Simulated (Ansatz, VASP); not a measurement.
## BN in VASP and in Ansatz

```
B N
1.0
     0.00000   -1.81239   -1.81239
    -1.81239    0.00000   -1.81239
     1.81239    1.81239   -3.62479
B N
2 2
Direct
  0.98949 0.01653 0.00000
  0.51051 0.48347 0.50000
  0.36424 0.39192 0.87500
  0.88576 0.85808 0.37500
```

Change from the starting cell: mode 4 frozen in at -0.034 Å and mode 5 at +0.017 Å (largest displacements).

Alike in both runs: task single point; functional PBE; k mesh 6 × 6 × 6; occupations gaussian, width 0.05 eV; no spin polarisation.

|  | VASP | Ansatz |
| --- | --- | --- |
| version | VASP 6.6.1 | Ansatz 0.2.0 |
| potentials or method | VASP PAW PBE potentials, release 64 (B, N), cutoff 520 eV | scalar-relativistic, plane waves, PAW |
| valence electrons in the cell | 16 | 16 |

```csv
,VASP,Ansatz,Ansatz less VASP
gap on the k mesh at the Fermi level (eV),4.42,4.43,+0.011
least direct gap on the mesh (eV),6.35,6.37,+0.013
pressure (GPa),0.2,0.0,-0.21
"traceless stress, the component that is largest in VASP (GPa)",-0.31,-0.31,0.000
rms of the force components (eV/Å),0.233,0.233,+0.0002
```

Atom by atom the forces differ by 0.000 eV/Å (rms over components). With one functional, cell and mesh, what is left measures potentials, basis and numerics.

The k mesh is coarse, so the values compare programs but aren't converged.
